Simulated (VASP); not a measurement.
# Si2Ni (I4/mmm) in VASP: single point with PBE

Aim: the single point of Si2Ni with PBE.

Program: VASP 6.6.1. These are calculated values, not measurements. Logs are shortened: lines on timing, memory, paths and dates and some standing lists are left out, and cuts for length are marked.

## 1. The cell of the first run

It takes space group I4/mmm (No. 139, tetragonal). The conventional cell has a = 3.789 Å, b = 3.789 Å, c = 5.627 Å, α = 90.00°, β = 90.00°, γ = 90.00°. Si (site symmetry -4m2) has 4 Ni at 2.36 Å and 6 Si at 2.68 to 2.81 Å within 3.1 Å. Ni (site symmetry 4/mmm) has 8 Si at 2.36 Å within 3.1 Å.

## 2. Single point, PBE

INCAR reads:

```
PREC = Accurate ; ENCUT = 520
EDIFF = 1E-6 ; ISMEAR = 0
SIGMA = 0.15 ; LREAL = F
LASPH = T ; NELM = 100
ALGO = Normal ; ISIF = 2
LWAVE = F ; LCHARG = F
GGA = PE ; NBANDS = 16
```

KPOINTS reads:

```
Automatic mesh
0
Gamma
  16 16 16
```

POSCAR reads:

```
Si2Ni
1.0
    0.0000000000      2.6794792033      2.8134531635
    2.6794792033      0.0000000000      2.8134531635
    2.6794792033      2.6794792033      0.0000000000
Si Ni
2 1
Direct
    0.2500000000      0.2500000000      0.2500000000
    0.7500000000      0.7500000000      0.7500000000
    0.0000000000      0.0000000000      0.0000000000
```

Potentials or basis: VASP PAW PBE potentials, release 64 (Si, Ni).

On the command line:

```sh
$ cat potpaw_PBE.64/Si/POTCAR potpaw_PBE.64/Ni/POTCAR > POTCAR
$ mpirun -np 1 vasp_std > vasp.out
```

OUTCAR:

```text
PREC = Accurate
   ENCUT = 520
   EDIFF = 1E-6
   ISMEAR = 0
   LREAL = F
   LASPH = T
   NELM = 100
   ISIF = 2
   GGA = PE

 ion  position               nearest neighbor table
   1  0.250  0.250  0.250-   3 2.36   3 2.36   3 2.36   3 2.36   2 2.68   2 2.68   2 2.68   2 2.68
                             2 2.81   2 2.81
   2  0.750  0.750  0.750-   3 2.36   3 2.36   3 2.36   3 2.36   1 2.68   1 2.68   1 2.68   1 2.68
                             1 2.81   1 2.81
   3  0.000  0.000  0.000-   2 2.36   2 2.36   1 2.36   2 2.36   1 2.36   1 2.36   2 2.36   1 2.36

  LATTYP: Found a body centered tetragonal cell.
 ALAT       =     3.7893558294
 C/A-ratio  =     1.4849242405

  Lattice vectors:

 A1 = (  -2.6794792033,   0.0000000000,   2.8134531635)
 A2 = (   2.6794792033,   0.0000000000,   2.8134531635)
 A3 = (   0.0000000000,   2.6794792033,  -2.8134531635)

Analysis of symmetry for initial positions (statically):
=====================================================================
 Subroutine PRICEL returns:
 Original cell was already a primitive cell.

 Routine SETGRP: Setting up the symmetry group for a
 body centered tetragonal supercell.

 Subroutine GETGRP returns: Found 16 space group operations
 (whereof 16 operations were pure point group operations)
 out of a pool of 16 trial point group operations.

The static configuration has the point symmetry D_4h.

Analysis of symmetry for dynamics (positions and initial velocities):
=====================================================================
 Subroutine PRICEL returns:
 Original cell was already a primitive cell.

 Routine SETGRP: Setting up the symmetry group for a
 body centered tetragonal supercell.

 Subroutine GETGRP returns: Found 16 space group operations
 (whereof 16 operations were pure point group operations)
 out of a pool of 16 trial point group operations.

The dynamic configuration has the point symmetry D_4h.

 Subroutine INISYM returns: Found 16 space group operations
 (whereof 16 operations are pure point group operations),
 and found     1 'primitive' translations

----------------------------------------------------------------------------------------

                                     Primitive cell

  volume of cell :      40.3990

  direct lattice vectors                    reciprocal lattice vectors
     0.000000000  2.679479203  2.813453164    -0.186603426  0.186603426  0.177717549
     2.679479203  0.000000000  2.813453164     0.186603426 -0.186603426  0.177717549
     2.679479203  2.679479203  0.000000000     0.186603426  0.186603426 -0.177717549

  length of vectors
     3.885244845  3.885244845  3.789355829     0.318159087  0.318159087  0.318159087

  position of ions in fractional coordinates (direct lattice)
     0.250000000  0.250000000  0.250000000
     0.750000000  0.750000000  0.750000000
     0.000000000  0.000000000  0.000000000

  ion indices of the primitive-cell ions
   primitive index   ion index
                 1           1
                 2           2
                 3           3

----------------------------------------------------------------------------------------

 KPOINTS: Automatic mesh

Automatic generation of k-mesh.
 Grid dimensions read from file:
 generate k-points for:   16   16   16

 Generating k-lattice:

  Cartesian coordinates                     Fractional coordinates (reciprocal lattice)
    -0.011662714  0.011662714  0.011107347     0.062500000  0.000000000  0.000000000
     0.011662714 -0.011662714  0.011107347     0.000000000  0.062500000  0.000000000
     0.011662714  0.011662714 -0.011107347    -0.000000000 -0.000000000  0.062500000

  Length of vectors
     0.019884943  0.019884943  0.019884943

  Shift w.r.t. Gamma in fractional coordinates (k-lattice)
     0.000000000  0.000000000  0.000000000

 Subroutine IBZKPT returns following result:
 ===========================================

 Found    349 irreducible k-points:

 Following reciprocal coordinates:
            Coordinates               Weight
  0.000000  0.000000  0.000000      1.000000
  0.062500  0.000000  0.000000      8.000000
  0.125000  0.000000  0.000000      8.000000
  0.187500  0.000000  0.000000      8.000000
  0.250000  0.000000  0.000000      8.000000
  0.312500  0.000000  0.000000      8.000000
[... 16 lines left out ...]
 -0.125000  0.062500  0.000000      8.000000
 -0.062500  0.062500  0.000000      4.000000
 [... further k-points ...]
   k-points           NKPTS =    349   k-points in BZ     NKDIM =    349   number of bands    NBANDS=     16
   number of dos      NEDOS =    301   number of ions     NIONS =      3
   total plane-waves  NPLWV =  25200
   dimension x,y,z NGX =    30 NGY =   30 NGZ =   28
   dimension x,y,z NGXF=    60 NGYF=   60 NGZF=   56
   ions per type =               2   1
   NGX,Y,Z   is equivalent  to a cutoff of  12.84, 12.84, 12.28 a.u.
   NGXF,Y,Z  is equivalent  to a cutoff of  25.67, 25.67, 24.57 a.u.
 SYSTEM =  unknown system
   PREC   = accura    normal or accurate (medium, high low for compatibility)
   ISTART =      0    job   : 0-new  1-cont  2-samecut
   ICHARG =      2    charge: 1-file 2-atom 10-const
   ISPIN  =      1    spin polarized calculation?
   LNONCOLLINEAR =      F non collinear calculations
   LSORBIT =      F    spin-orbit coupling
   LASPH  =      T    aspherical Exc in radial PAW
   ENCUT  =  520.0 eV  38.22 Ry    6.18 a.u.   7.22  7.22  7.05*2*pi/ulx,y,z
   NELM   =    100;   NELMIN=  2; NELMDL= -5     # of ELM steps
   EDIFF  = 0.1E-05   stopping-criterion for ELM
   LREAL  =      F    real-space projection
   EDIFFG = 0.1E-04   stopping-criterion for IOM
   NSW    =      0    number of steps for IOM
   IBRION =     -1    ionic relax: 0-MD 1-quasi-New 2-CG
   NFREE  =      0    steps in history (QN), initial steepest desc. (CG)
   ISIF   =      2    stress and relaxation
   ISYM   =      2    0-nonsym 1-usesym 2-fastsym
   POTIM  = 0.5000    time-step for ionic-motion
   TEBEG  =    0.0;   TEEND  =   0.0 temperature during run
   PSTRESS=    0.0 pullay stress
   NELECT =      18.0000    total number of electrons
   NUPDOWN=      -1.0000    fix difference up-down
   EMIN   =  10.00;   EMAX   =-10.00  energy-range for DOS
   EFERMI =   0.00;   METHOD = LEGACY
   ISMEAR =     0;   SIGMA  =   0.15  broadening in eV -4-tet -1-fermi 0-gaus
   EFERMI_NEDOS =   21; number of points for ismear=-14 and -15
   IALGO  =     38    algorithm
   IMIX   =      4    mixing-type and parameters
     AMIX     =   0.40;   BMIX     =  1.00
     AMIX_MAG =   1.60;   BMIX_MAG =  1.00
  volume/ion in A,a.u.               =      13.47        90.88
  Fermi-wavevector in a.u.,A,eV,Ry     =   1.250380  2.362876 21.272046  1.563451
  Thomas-Fermi vector in A             =   2.384377
   LORBIT       =      0    0 simple, 1 ext, 2 COOP (PROOUT), +10 PAW based schemes
   GGA     = PE    functional components
   LHFCALC =     F    Hartree Fock is set to
   AEXX    =    0.0000 exact exchange contribution
   IVDW    =     0    specifies the selected vdW correction
   LEPSILON=     F    determine dielectric tensor
   LRPA    =     F    only Hartree local field effects (RPA)
 non-spin polarized calculation
 Gauss-broadening in eV      SIGMA  =   0.15
  energy-cutoff  :      520.00
  volume of cell :       40.40
 maximum number of plane-waves:      1103
 NGX is ok and might be reduce to    30
   NGX = 15   NGY = 15   NGZ = 15

 number of electron      18.0000002 magnetization

 Free energy of the ion-electron system (eV)
  ---------------------------------------------------
  ext. energy  EPLUGINS =         0.00000000
  ---------------------------------------------------
  free energy    TOTEN  =       -17.36380653 eV

  energy without entropy =      -17.35416063  energy(sigma->0) =      -17.35898358

 E-fermi :  10.0810     XC(G=0): -11.4843

 val. band max:       10.0799072574   @ k =   0.4375   0.3750   0.0625
 cond. band min:      10.0921131497   @ k =  -0.0625   0.1875   0.1250
 fundamental gap:      0.0122058923
 Fermi energy:        10.0809873477

 k-point     1 :       0.0000    0.0000    0.0000
  band No.  band energies     occupation
      1      -3.5271      2.00000
      2       5.0188      2.00000
      3       5.0188      2.00000
      4       5.1822      2.00000
      5       6.6650      2.00000
      6       6.8060      2.00000
[... 8 lines left out ...]
     15      15.3283      0.00000
     16      15.3283      0.00000

 k-point     2 :       0.0625    0.0000    0.0000
  band No.  band energies     occupation
      1      -3.4701      2.00000
      2       4.9177      2.00000
      3       5.0393      2.00000
      4       5.1747      2.00000
      5       6.6544      2.00000
      6       6.7947      2.00000
[... 8 lines left out ...]
     15      14.9912      0.00000
     16      15.1400      0.00000

 k-point     3 :       0.1250    0.0000    0.0000
  band No.  band energies     occupation
      1      -3.2996      2.00000
      2       4.5769      2.00000
      3       5.0982      2.00000
      4       5.2054      2.00000
      5       6.6286      2.00000
      6       6.7654      2.00000
[... 8 lines left out ...]
     15      14.5726      0.00000
     16      14.8300      0.00000

 k-point     4 :       0.1875    0.0000    0.0000
  band No.  band energies     occupation
      1      -3.0173      2.00000
      2       4.0333      2.00000
      3       5.1881      2.00000
      4       5.2666      2.00000
      5       6.6042      2.00000
      6       6.7312      2.00000
[... 8 lines left out ...]
     15      14.8055      0.00000
     16      15.3631      0.00000
[... 324 lines left out ...]
 k-point    22 :      -0.1875    0.0625    0.0000
  band No.  band energies     occupation
      1      -2.8321      2.00000
      2       3.7070      2.00000
      3       5.2231      2.00000
      4       5.2883      2.00000
      5       6.6330      2.00000
      6       6.6892      2.00000
[... 8 lines left out ...]
     15      15.2200      0.00000
     16      16.2476      0.00000

 k-point    23 :      -0.1250    0.0625    0.0000
  band No.  band energies     occupation
      1      -3.1564      2.00000
      2       4.2814      2.00000
      3       5.1757      2.00000
      4       5.1997      2.00000
      5       6.6793      2.00000
      6       6.6899      2.00000
[... 8 lines left out ...]
     15      14.6277      0.00000
     16      15.1918      0.00000

 k-point    24 :      -0.0625    0.0625    0.0000
  band No.  band energies     occupation
      1      -3.3697      2.00000
      2       4.6862      2.00000
      3       5.0892      2.00000
      4       5.1907      2.00000
      5       6.6736      2.00000
      6       6.7492      2.00000
[... 8 lines left out ...]
     15      14.4382      0.00000
     16      14.6564      0.00000

 [... further k-points ...]

------------------------ aborting loop because EDIFF is reached ----------------------------------------

  FORCE on cell =-STRESS in cart. coord.  units (eV):
  Direction    XX          YY          ZZ          XY          YZ          ZX
  --------------------------------------------------------------------------------------
  -------------------------------------------------------------------------------------
  Total        0.1609329      0.1609329     -0.4926135      0.0000000     -0.0000000      0.0000000
  in kB        6.3824153      6.3824153    -19.5364849      0.0000000     -0.0000000      0.0000000
  external PRESSURE =      -2.2572181 kB  Pullay stress =       0.0000000 kB

 VOLUME and BASIS-vectors are now :
 -----------------------------------------------------------------------------
  energy-cutoff  :      520.00
  volume of cell :       40.40
      direct lattice vectors                 reciprocal lattice vectors
     0.000000000  2.679479203  2.813453164    -0.186603426  0.186603426  0.177717549
     2.679479203  0.000000000  2.813453164     0.186603426 -0.186603426  0.177717549
     2.679479203  2.679479203  0.000000000     0.186603426  0.186603426 -0.177717549

 POSITION                                       TOTAL-FORCE (eV/Angst)
 -----------------------------------------------------------------------------------
      1.33974      1.33974      1.40673        -0.000000     -0.000000     -0.000000
      4.01922      4.01922      4.22018         0.000000      0.000000      0.000000
      0.00000      0.00000      0.00000         0.000000     -0.000000      0.000000
 -----------------------------------------------------------------------------------
    total drift:                                0.000000     -0.000000     -0.000000

  FREE ENERGIE OF THE ION-ELECTRON SYSTEM (eV)
  ---------------------------------------------------
  free  energy   TOTEN  =       -17.3638065328 eV

  energy  without entropy=      -17.3541606252  energy(sigma->0) =      -17.35898358
```

It took 5.1 min on 1 thread of Intel Xeon 8259CL, shared host; peak memory 0.34 GiB.

Results:

- Free energy: -17.3638 eV
- Pressure: -0.2 GPa
- Band gap on the k mesh: zero (bands 9 and 10 overlap by 2.02 eV)

Stress tensor (GPa, compression positive):
```
 0.64  0.00  0.00
 0.00  0.64  0.00
 0.00  0.00 -1.95
```

Levels at points of the mesh, in eV from the Fermi level:
```
           k point  band 7  band 8  band 9  band 10  band 11  band 12
(0.00, 0.00, 0.00)   -0.42    1.51    1.51     1.94     2.12     2.55
(0.50, 0.00, 0.00)   -3.13   -1.55   -1.17     1.63     1.84     1.89
(0.50, 0.50, 0.00)   -3.46   -3.37   -2.94    -0.21     1.67     7.72
(0.50, 0.00, 0.50)   -3.34   -3.25   -2.94    -0.51     1.42     7.39
```
